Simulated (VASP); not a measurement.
# Pd (P6_3/mmc) in VASP: notebook

The runs below take Pd through single point, with RPBE.

Everything below comes from runs of VASP 6.6.1. Logs are shortened: lines on timing, memory, paths and dates and some standing lists are left out, and cuts for length are marked.

## (1) The cell of the first run

Symmetry: P6_3/mmc, No. 194, hexagonal system. The conventional cell has a = 2.688 Å, b = 2.688 Å, c = 8.892 Å, α = 90.00°, β = 90.00°, γ = 120.00°. Pd (site symmetry -3m) has 12 Pd at 2.69 to 2.71 Å within 3.5 Å. Within 3.5 Å of Pd (site symmetry -6m2) lie 12 Pd at 2.69 to 2.71 Å.

This isn't the form of Pd at room conditions, which is fcc.

## (2) Single point, RPBE, collinear spin (13.92 Å³/atom)

The input, INCAR:

```
SYSTEM = Pd
ALGO     = Normal         ! electronic algorithm
EDIFF    = 1E-6           ! SCF threshold, eV
ENCUT    = 520            ! plane-wave cutoff, eV
GGA      = RP             ! functional
ISIF     = 2              ! what is computed and relaxed
ISMEAR   = -1             ! smearing method
ISPIN    = 2              ! spin polarisation
LASPH    = .True.         ! aspherical terms in the spheres
LCHARG   = .False.        ! write CHGCAR
LMAXMIX  = 4              ! l up to which the mixer works
LORBIT   = 11             ! projections on sites
LREAL    = .False.        ! projectors in reciprocal space
LWAVE    = .False.        ! write WAVECAR
MAGMOM   = 0.387 0.387 0.395 0.395 ! initial moments
NBANDS   = 32             ! bands
NELM     = 150            ! most SCF steps
PREC     = Accurate       ! precision mode
SIGMA    = 0.05           ! smearing width, eV
```

The input, KPOINTS:

```
k-points
0
Gamma
  14 14 4
  0 0 0
```

The input, POSCAR:

```
Pd
1.0
    2.6884732678      0.0000000000      0.0000000000
   -1.3442366339      2.3282861473      0.0000000000
    0.0000000000      0.0000000000      8.8923656422
Pd
4
Direct
    0.0000000000      0.0000000000      1.0000000000
    0.0000000000      0.0000000000      0.5000000000
    0.3333333333      0.6666666667      0.2500000000
    0.6666666667      0.3333333333      0.7500000000
```

Potentials or basis: VASP PAW PBE potentials, release 64 (Pd).

Run with:

```bash
> cat potpaw_PBE.64/Pd/POTCAR > POTCAR
> mpirun -np 1 vasp_std > vasp.out
```

OUTCAR:

```text
SYSTEM = Pd
   EDIFF = 1E-6
   ENCUT = 520
   GGA = RP
   ISIF = 2
   ISMEAR = -1
   ISPIN = 2
   LASPH = .True.
   LORBIT = 11
   LREAL = .False.
   NELM = 150
   PREC = Accurate

 ion  position               nearest neighbor table
   1  0.000  0.000  0.000-   3 2.71   4 2.71   3 2.71   4 2.71   4 2.71   3 2.71
   2  0.000  0.000  0.500-   3 2.71   4 2.71   3 2.71   4 2.71   4 2.71   3 2.71
   3  0.333  0.667  0.250-   1 2.71   2 2.71   1 2.71   2 2.71   1 2.71   2 2.71
   4  0.667  0.333  0.750-   1 2.71   2 2.71   1 2.71   2 2.71   1 2.71   2 2.71

  LATTYP: Found a hexagonal cell.
 ALAT       =     2.6884732678
 C/A-ratio  =     3.3075893849

  Lattice vectors:

 A1 = (   2.6884732678,   0.0000000000,   0.0000000000)
 A2 = (  -1.3442366339,   2.3282861473,   0.0000000000)
 A3 = (   0.0000000000,   0.0000000000,   8.8923656422)

Analysis of symmetry for initial positions (statically):
=====================================================================
 Subroutine PRICEL returns:
 Original cell was already a primitive cell.

 Routine SETGRP: Setting up the symmetry group for a
 hexagonal supercell.

 Subroutine GETGRP returns: Found 24 space group operations
 (whereof 12 operations were pure point group operations)
 out of a pool of 24 trial point group operations.

The static configuration has the point symmetry D_3d.
 The point group associated with its full space group is D_6h.

Analysis of symmetry for dynamics (positions and initial velocities):
=====================================================================
 Subroutine PRICEL returns:
 Original cell was already a primitive cell.

 Routine SETGRP: Setting up the symmetry group for a
 hexagonal supercell.

 Subroutine GETGRP returns: Found 24 space group operations
 (whereof 12 operations were pure point group operations)
 out of a pool of 24 trial point group operations.

The dynamic configuration has the point symmetry D_3d.
 The point group associated with its full space group is D_6h.

Analysis of structural, dynamic, and magnetic symmetry:
=====================================================================
 Subroutine PRICEL returns:
 Original cell was already a primitive cell.

 Routine SETGRP: Setting up the symmetry group for a
 hexagonal supercell.

 Subroutine GETGRP returns: Found 24 space group operations
 (whereof 12 operations were pure point group operations)
 out of a pool of 24 trial point group operations.

[... 130 lines left out ...]
   GGA     = RP    functional components
   LHFCALC =     F    Hartree Fock is set to
   AEXX    =    0.0000 exact exchange contribution
   IVDW    =     0    specifies the selected vdW correction
   LEPSILON=     F    determine dielectric tensor
   LRPA    =     F    only Hartree local field effects (RPA)
 spin polarized calculation
  energy-cutoff  :      520.00
  volume of cell :       55.66
 maximum number of plane-waves:      1521
 NGX is ok and might be reduce to    20
   NGX =  9   NGY =  9   NGZ = 33

 number of electron      40.0000000 magnetization       0.9679582

 Free energy of the ion-electron system (eV)
  ---------------------------------------------------
  ext. energy  EPLUGINS =         0.00000000
  ---------------------------------------------------
  free energy    TOTEN  =       -17.94727023 eV

  energy without entropy =      -17.87895824  energy(sigma->0) =      -17.91311424

 E-fermi :  10.9186     XC(G=0): -13.4531

 val. band max:       10.9147564166   @ k =   0.4286   0.0000   0.2500
 cond. band min:      10.9234139786   @ k =   0.4286   0.0714   0.5000
 fundamental gap:      0.0086575620
 Fermi energy:        10.9185629295

 spin component 1

 k-point     1 :       0.0000    0.0000    0.0000
  band No.  band energies     occupation
      1       3.3395      1.00000
      2       5.0086      1.00000
      3       5.0183      1.00000
      4       5.0839      1.00000
      5       7.6135      1.00000
      6       7.6633      1.00000
[... 829 lines left out ...]
     31      24.5161      0.00000
     32      24.9464      0.00000

 [... further k-points ...]

 spin component 2

 k-point     1 :       0.0000    0.0000    0.0000
  band No.  band energies     occupation
      1       3.3482      1.00000
      2       5.0587      1.00000
      3       5.0686      1.00000
      4       5.2110      1.00000
      5       7.7890      1.00000
      6       7.8058      1.00000
[... 829 lines left out ...]
     31      24.5603      0.00000
     32      25.0076      0.00000

 [... further k-points ...]

------------------------ aborting loop because EDIFF is reached ----------------------------------------

  FORCE on cell =-STRESS in cart. coord.  units (eV):
  Direction    XX          YY          ZZ          XY          YZ          ZX
  --------------------------------------------------------------------------------------
  -------------------------------------------------------------------------------------
  Total        9.3857888      9.3857888      8.8195270     -0.0000000      0.0000000      0.0000000
  in kB      270.1605754    270.1605754    253.8612940     -0.0000000      0.0000000      0.0000000
  external PRESSURE =     264.7274816 kB  Pullay stress =       0.0000000 kB

 VOLUME and BASIS-vectors are now :
 -----------------------------------------------------------------------------
  energy-cutoff  :      520.00
  volume of cell :       55.66
      direct lattice vectors                 reciprocal lattice vectors
     2.688473268  0.000000000  0.000000000     0.371958320  0.214750236  0.000000000
    -1.344236634  2.328286147  0.000000000     0.000000000  0.429500472  0.000000000
     0.000000000  0.000000000  8.892365642     0.000000000  0.000000000  0.112456015

 POSITION                                       TOTAL-FORCE (eV/Angst)
 -----------------------------------------------------------------------------------
      0.00000      0.00000      0.00000        -0.000000      0.000000      0.000000
      0.00000      0.00000      4.44618        -0.000000      0.000000      0.000000
     -0.00000      1.55219      2.22309        -0.000000      0.000000      0.000000
      1.34424      0.77610      6.66927         0.000000     -0.000000     -0.000000
 -----------------------------------------------------------------------------------
    total drift:                                0.000000     -0.000000      0.000000

  FREE ENERGIE OF THE ION-ELECTRON SYSTEM (eV)
  ---------------------------------------------------
  free  energy   TOTEN  =       -17.9472702330 eV

  energy  without entropy=      -17.8789582414  energy(sigma->0) =      -17.91311424

 total charge

# of ion       s       p       d       tot
------------------------------------------
    1        0.527   0.539   8.519   9.585
    2        0.527   0.539   8.519   9.585
    3        0.528   0.541   8.515   9.583
    4        0.528   0.541   8.515   9.583
--------------------------------------------------
tot          2.110   2.159  34.067  38.336

 magnetization (x)

# of ion       s       p       d       tot
------------------------------------------
    1       -0.001  -0.006   0.249   0.242
    2       -0.001  -0.006   0.249   0.242
    3       -0.001  -0.006   0.246   0.239
    4       -0.001  -0.006   0.246   0.239
--------------------------------------------------
tot         -0.005  -0.023   0.990   0.962
```

OSZICAR:

```text
N       E                     dE             d eps       ncg     rms          rms(c)
DAV:   1     0.272127697433E+03    0.27213E+03   -0.19643E+04  9216   0.122E+03
DAV:   2    -0.119103181453E+02   -0.28404E+03   -0.26809E+03 10176   0.301E+02
DAV:   3    -0.188208630799E+02   -0.69105E+01   -0.68322E+01 10904   0.522E+01
DAV:   4    -0.188784990343E+02   -0.57636E-01   -0.57625E-01 10560   0.465E+00
DAV:   5    -0.188795182509E+02   -0.10192E-02   -0.10192E-02 11056   0.670E-01    0.182E+01
DAV:   6    -0.180169955903E+02    0.86252E+00   -0.17488E+00 10464   0.102E+01    0.943E+00
DAV:   7    -0.180043461726E+02    0.12649E-01   -0.39444E-01 10296   0.447E+00    0.419E+00
DAV:   8    -0.181317176952E+02   -0.12737E+00   -0.19489E+00  9800   0.102E+01    0.477E+00
DAV:   9    -0.179454779859E+02    0.18624E+00   -0.70062E-01  9680   0.689E+00    0.630E-01
DAV:  10    -0.179468673452E+02   -0.13894E-02   -0.92675E-03 10448   0.629E-01    0.141E-01
DAV:  11    -0.179470950510E+02   -0.22771E-03   -0.39072E-04 10880   0.139E-01    0.664E-02
DAV:  12    -0.179471730936E+02   -0.78043E-04   -0.11491E-04 10808   0.672E-02    0.441E-02
DAV:  13    -0.179471949158E+02   -0.21822E-04   -0.20958E-05 10776   0.286E-02    0.427E-02
DAV:  14    -0.179471901040E+02    0.48118E-05   -0.95926E-07  6264   0.645E-03    0.453E-02
DAV:  15    -0.179472384432E+02   -0.48339E-04   -0.29758E-05 10088   0.381E-02    0.339E-02
DAV:  16    -0.179472597854E+02   -0.21342E-04   -0.16045E-05 10656   0.266E-02    0.214E-02
DAV:  17    -0.179472699519E+02   -0.10167E-04   -0.28032E-05 10024   0.359E-02    0.216E-03
DAV:  18    -0.179472702330E+02   -0.28104E-06   -0.60207E-07  5704   0.555E-03
   1 F= -.17947270E+02 E0= -.17913114E+02  d E =-.683120E-01  mag=     0.9692
```

stdout:

```text
POSCAR found type information on POSCAR Pd
 POSCAR found :  1 types and       4 ions
 scaLAPACK will be used
 -----------------------------------------------------------------------------
|                                                                             |
|                                                                             |
|     You enforced a specific xc type in the INCAR file but a different       |
|     I HOPE YOU KNOW WHAT YOU ARE DOING!                                     |
|                                                                             |
 -----------------------------------------------------------------------------

 LDA part: xc-table for (Slater+PW92), standard interpolation
 POSCAR, INCAR and KPOINTS ok, starting setup
 FFT: planning ... GRIDC
 FFT: planning ... GRID_SOFT
 FFT: planning ... GRID
 WAVECAR not read
 entering main loop
```

It took 5.3 min on 1 thread of Oxide Virtual Turin-like, shared host; peak memory 0.27 GiB.

Results:

| Item | Value |
| --- | --- |
| Free energy | -17.9473 eV |
| Pressure | 26.5 GPa |
| Net moment | 0.97 μB per cell |
| Site moments | Pd +0.24 μB |
| Valence electrons inside the program's atomic spheres | Pd 9.59, 9.58 (each value once) |

Stress tensor (GPa, compression positive):
```
27.02  0.00  0.00
 0.00 27.02  0.00
 0.00  0.00 25.39
```

Caveat: the cell stands under pressure; a moment this small can come from the mesh or the smearing; the PAW data sets were made with another functional, which shifts forces and pressure a little.

## (3) Single point, RPBE, collinear spin (14.55 Å³/atom)

This run uses another cell than the first one, of 14.55 Å³/atom.

The input, INCAR:

```
SYSTEM = Pd
ALGO = Normal
EDIFF = 1E-6
ENCUT = 520
GGA = RP
ISIF = 2
ISMEAR = -1
ISPIN = 2
LASPH = .TRUE.
LCHARG = .TRUE.
LELF = .TRUE.
LMAXMIX = 4
LORBIT = 11
LREAL = .FALSE.
LVHAR = .TRUE.
LWAVE = .FALSE.
MAGMOM = 0.387 0.387 0.395 0.395
NBANDS = 32
NELM = 150
PREC = Accurate
SIGMA = 0.05
```

The input, KPOINTS:

```
k-points
0
G
  14 14 4
  0 0 0
```

The input, POSCAR:

```
Pd
1.0
    2.7286056512      0.0000000000      0.0000000000
   -1.3643028256      2.3630418108      0.0000000000
    0.0000000000      0.0000000000      9.0251070875
Pd
4
Direct
    0.0000000000      0.0000000000      1.0000000000
    0.0000000000      0.0000000000      0.5000000000
    0.3333333333      0.6666666667      0.2500000000
    0.6666666667      0.3333333333      0.7500000000
```

Potentials or basis: VASP PAW PBE potentials, release 64 (Pd).

Run with:

```bash
> cat potpaw_PBE.64/Pd/POTCAR > POTCAR
> mpirun -np 1 vasp_std > vasp.out
```

OUTCAR:

```text
SYSTEM = Pd
   EDIFF = 1E-6
   ENCUT = 520
   GGA = RP
   ISIF = 2
   ISMEAR = -1
   ISPIN = 2
   LASPH = .TRUE.
   LORBIT = 11
   LREAL = .FALSE.
   NELM = 150
   PREC = Accurate

 ion  position               nearest neighbor table
   1  0.000  0.000  0.000-   3 2.75   4 2.75   3 2.75   4 2.75   4 2.75   3 2.75
   2  0.000  0.000  0.500-   3 2.75   4 2.75   3 2.75   4 2.75   4 2.75   3 2.75
   3  0.333  0.667  0.250-   1 2.75   2 2.75   1 2.75   2 2.75   1 2.75   2 2.75
   4  0.667  0.333  0.750-   1 2.75   2 2.75   1 2.75   2 2.75   1 2.75   2 2.75

  LATTYP: Found a hexagonal cell.
 ALAT       =     2.7286056512
 C/A-ratio  =     3.3075893849

[... 1910 lines left out ...]
     2.728605651  0.000000000  0.000000000     0.366487550  0.211591686  0.000000000
    -1.364302826  2.363041811  0.000000000     0.000000000  0.423183371  0.000000000
     0.000000000  0.000000000  9.025107088     0.000000000  0.000000000  0.110802009

 POSITION                                       TOTAL-FORCE (eV/Angst)
 -----------------------------------------------------------------------------------
      0.00000      0.00000      0.00000         0.000000      0.000000      0.000000
      0.00000      0.00000      4.51255         0.000000      0.000000      0.000000
     -0.00000      1.57536      2.25628         0.000000      0.000000      0.000000
      1.36430      0.78768      6.76883        -0.000000      0.000000     -0.000000
 -----------------------------------------------------------------------------------
    total drift:                                0.000000     -0.000000      0.000000

  FREE ENERGIE OF THE ION-ELECTRON SYSTEM (eV)
  ---------------------------------------------------
  free  energy   TOTEN  =       -18.2751215068 eV

  energy  without entropy=      -18.2103682210  energy(sigma->0) =      -18.24274486

 total charge

# of ion       s       p       d       tot
------------------------------------------
    1        0.502   0.489   8.489   9.481
    2        0.502   0.489   8.489   9.481
    3        0.503   0.491   8.486   9.479
    4        0.503   0.491   8.486   9.479
--------------------------------------------------
tot          2.010   1.960  33.951  37.920

 magnetization (x)

# of ion       s       p       d       tot
------------------------------------------
    1       -0.002  -0.008   0.326   0.316
    2       -0.002  -0.008   0.326   0.316
    3       -0.002  -0.008   0.328   0.319
    4       -0.002  -0.008   0.328   0.319
--------------------------------------------------
tot         -0.008  -0.031   1.308   1.270
```

stdout:

```text
POSCAR found type information on POSCAR Pd
 POSCAR found :  1 types and       4 ions
 scaLAPACK will be used
 -----------------------------------------------------------------------------
|                                                                             |
|                                                                             |
|     You enforced a specific xc type in the INCAR file but a different       |
|     I HOPE YOU KNOW WHAT YOU ARE DOING!                                     |
|                                                                             |
 -----------------------------------------------------------------------------

 LDA part: xc-table for (Slater+PW92), standard interpolation
 POSCAR, INCAR and KPOINTS ok, starting setup
 FFT: planning ... GRIDC
 FFT: planning ... GRID_SOFT
 FFT: planning ... GRID
 WAVECAR not read
 entering main loop
```

Run time: 7.7 min. Hardware: 1 thread of Oxide Virtual Turin-like, shared host; peak memory 0.27 GiB.

What came out:

```yaml
Free_energy: -18.2751 eV
Pressure: 15.3 GPa
Net_moment: 1.27 μB per cell
Site_moments: Pd +0.32 μB
Valence_electrons_inside_the_program's_atomic_spheres: Pd 9.48
```

Caveat: the cell stands under pressure; the PAW data sets were made with another functional, which shifts forces and pressure a little.

## (4) Single point, RPBE, collinear spin (15.18 Å³/atom)

This run uses another cell than the first one, of 15.18 Å³/atom.

The input, INCAR:

```
  ALGO = Normal
  EDIFF = 1E-7
  ENCUT = 520
  GGA = RP
  ISIF = 2
  ISMEAR = -1
  ISPIN = 2
  LASPH = True
  LCHARG = False
  LMAXMIX = 4
  LORBIT = 11
  LREAL = False
  LWAVE = False
  MAGMOM = 0.387 0.387 0.395 0.395
  NBANDS = 32
  NELM = 150
  PREC = Accurate
  SIGMA = 0.05
```

The input, KPOINTS:

```
k-points
0
Gamma
  14 14 4
```

The input, POSCAR:

```
Pd
1.0
    2.7675909990      0.0000000000      0.0000000000
   -1.3837954995      2.3968041124      0.0000000000
    0.0000000000      0.0000000000      9.1540546103
Pd
4
Direct
    0.0000000000      0.0000000000      1.0000000000
    0.0000000000      0.0000000000      0.5000000000
    0.3333333333      0.6666666667      0.2500000000
    0.6666666667      0.3333333333      0.7500000000
```

Run with:

```bash
> cat potpaw_PBE.64/Pd/POTCAR > POTCAR
> mpirun -np 1 vasp_std > vasp.out
```

It took 8.8 min on 1 thread of Oxide Virtual Turin-like, shared host; peak memory 0.31 GiB.

Results (log left out):

* Free energy: -18.4477 eV
* Pressure: 6.7 GPa
* Net moment: 1.45 μB per cell
* Site moments: Pd +0.36, +0.37 (each value once) μB
* Valence electrons inside the program's atomic spheres: Pd 9.39

Stress tensor (GPa, compression positive):
```
7.08 0.00 0.00
0.00 7.08 0.00
0.00 0.00 5.94
```

Levels at points of the mesh, in eV from the Fermi level:
Spin up:
```tsv
k point	band 17	band 18	band 19	band 20	band 21	band 22	band 23	band 24
(0.00, 0.00, 0.00)	-1.58	-1.15	-1.15	-0.83	-0.83	-0.29	-0.29	0.98
(0.50, 0.00, 0.00)	-0.11	-0.02	0.00	0.00	1.51	2.46	3.62	4.10
(0.00, 0.00, 0.50)	-1.38	-1.38	-0.89	-0.89	-0.52	-0.52	-0.52	-0.52
(0.50, 0.00, 0.50)	-0.16	-0.16	-0.02	-0.02	2.41	2.41	3.79	3.79
```
Spin down:
| k point | band 17 | band 18 | band 19 | band 20 | band 21 | band 22 | band 23 | band 24 |
| --- | --- | --- | --- | --- | --- | --- | --- | --- |
| (0.00, 0.00, 0.00) | -1.35 | -0.90 | -0.90 | -0.57 | -0.57 | -0.01 | -0.01 | 0.96 |
| (0.50, 0.00, 0.00) | 0.22 | 0.31 | 0.33 | 0.34 | 1.52 | 2.46 | 3.75 | 4.22 |
| (0.00, 0.00, 0.50) | -1.14 | -1.14 | -0.83 | -0.83 | -0.25 | -0.25 | -0.25 | -0.25 |
| (0.50, 0.00, 0.50) | 0.16 | 0.16 | 0.31 | 0.31 | 2.53 | 2.53 | 3.88 | 3.88 |

Caveat: the cell stands under pressure; the PAW data sets were made with another functional, which shifts forces and pressure a little.

## (5) Overview

| cell | gap on the mesh (eV) | pressure (GPa) | moment (μB) |
| --- | --- | --- | --- |
| a = 2.688, b = 2.688, c = 8.892 Å, angles 90.0, 90.0, 120.0°, 4 atoms | none | 26.5 | 0.97 |
| a = 2.729, b = 2.729, c = 9.025 Å, angles 90.0, 90.0, 120.0°, 4 atoms | none | 15.3 | 1.27 |
| a = 2.768, b = 2.768, c = 9.154 Å, angles 90.0, 90.0, 120.0°, 4 atoms | none | 6.7 | 1.45 |

Alike in all rows: task single point; level RPBE; potentials or basis VASP PAW PBE potentials, release 64 (Pd); spin collinear; k mesh 14 × 14 × 4; cutoff (eV) 520; smearing fermi-dirac 0.05 eV.

Caveats: the cell stands under pressure; the PAW data sets were made with another functional, which shifts forces and pressure a little; a moment this small can come from the mesh or the smearing (at least some runs).

Total energies depend on the potentials used, so only differences within one code and one set of settings carry meaning.
